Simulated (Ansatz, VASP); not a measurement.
**One calculation of Zr, two programs**

```xyz
4
Lattice="4.4539 0.0000 0.0000 0.0000 7.3838 0.0000 0.0000 0.0000 3.3210" Properties=species:S:1:pos:R:3 pbc="T T T"
Zr    0.0913    1.8460    2.1082
Zr    4.3626    5.5379    1.2128
Zr    2.1357    5.5379    0.4477
Zr    2.3183    1.8460    2.8733
```

Alike in both runs: task single point; functional PBE; k mesh 4 × 4 × 6; occupations gaussian, width 0.1 eV; no spin polarisation.

```csv
,VASP,Ansatz
version,VASP 6.6.1,Ansatz 0.2.0
potentials or method,"VASP PAW PBE potentials, release 64 (Zr_sv), cutoff 520 eV","scalar-relativistic, plane waves, PAW"
valence electrons in the cell,48,48
```

|  | VASP | Ansatz | Ansatz less VASP |
| --- | --- | --- | --- |
| gap on the k mesh at the Fermi level (eV) | none | none | - |
| pressure (GPa) | 5.2 | 4.9 | -0.29 |
| traceless stress, the component that is largest in VASP (GPa) | 30.92 | 30.36 | -0.562 |
| rms of the force components (eV/Å) | 1.392 | 1.370 | -0.0223 |

Atom by atom the forces differ by 0.022 eV/Å (rms over components). A gap of «none» marks a metal or a gap that the smearing closes. The functional is the same, so the differences come from potentials, cutoffs and numerics.
